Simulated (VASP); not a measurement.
Set up this calculation in VASP 6.6.1, as the native input.

| Quantity | Value |
| --- | --- |
| Task | single point |
| Functional | PBE |
| Potentials or basis | VASP PAW PBE potentials, release 64 (Sr_sv, B) |
| Cutoff | 520 eV |
| k mesh | 6 × 6 × 6 |
| Occupations | gaussian, width 0.05 eV |
| Spin | no spin polarisation |
| Dipole correction | no |
| Further INCAR settings | ALGO = Normal; EDIFF = 1e-06; NBANDS = 14 |

The structure of SrB lies in POSCAR:

```
SrB
1.0
    0.0000000000      2.8946791057      2.8946791057
    2.8946791057      0.0000000000      2.8946791057
    2.8946791057      2.8946791057      0.0000000000
Sr B
1 1
Direct
    0.5000000000      0.5000000000      0.5000000000
    0.0000000000      0.0000000000      0.0000000000
```

One way to write it, as run:

INCAR

```
SYSTEM = SrB
ALGO = Normal ; EDIFF = 1E-6
ENCUT = 520 ; GGA = PE
ISIF = 2 ; ISMEAR = 0
LASPH = .TRUE. ; LCHARG = .FALSE.
LREAL = .FALSE. ; LWAVE = .FALSE.
NBANDS = 14 ; NELM = 60
PREC = Accurate ; SIGMA = 0.05
```

KPOINTS

```
k-points
0
G
  6 6 6
  0 0 0
```

Potentials or basis: VASP PAW PBE potentials, release 64 (Sr_sv, B).

Command:

```console
$ cat potpaw_PBE.64/Sr_sv/POTCAR potpaw_PBE.64/B/POTCAR > POTCAR
$ mpirun -np 1 vasp_std > vasp.out
```

Results of the run:

```
Pressure : 3.7 GPa
```

It took 6.1 s on 1 thread of Intel(R) Xeon(R) 6975P-C (Granite Rapids), with other jobs on the host, peak memory 0.16 GiB.
